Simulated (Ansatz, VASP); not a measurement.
# Two plane-wave programs on Ta2SiO3

```
Ta Si O
1.0
     2.43514    1.40593    3.93692
    -2.43514    1.40593    3.93692
     0.00000   -2.81186    3.93692
Ta Si O
2 1 3
Direct
  0.60635 0.60635 0.60635
  0.85182 0.85182 0.85182
  0.38947 0.38947 0.38947
  0.13690 0.62728 0.13690
  0.13690 0.13690 0.62728
  0.62728 0.13690 0.13690
```

Alike in both runs: functional PBE; k mesh 3 × 3 × 3; occupations gaussian, width 0.15 eV; no spin polarisation.

Ansatz relaxed the structure, and its values are those at the end. VASP's run is a single point on that final structure, the one shown.

```csv
,VASP,Ansatz
version,VASP 6.6.1,Ansatz 0.2.0
potentials or method,"VASP PAW PBE potentials, release 64 (Ta_pv, Si, O), cutoff 600 eV","scalar-relativistic, plane waves, PAW"
valence electrons in the cell,44,48
```

Ansatz gave:

| Quantity | Value |
| --- | --- |
| pressure (GPa) | 0.1 |
| rms of the force components (eV/Å) | 0.021 |

Problem. Estimate VASP's values.

Solution. Pressure (GPa): 0.2; rms of the force components (eV/Å): 0.047.

VASP's potentials hold 44 valence electrons a cell and Ansatz's 48, so a difference there can come from the potentials and not from the codes.

The k mesh is coarse, so the values compare programs but aren't converged. Spin-orbit coupling is off throughout.
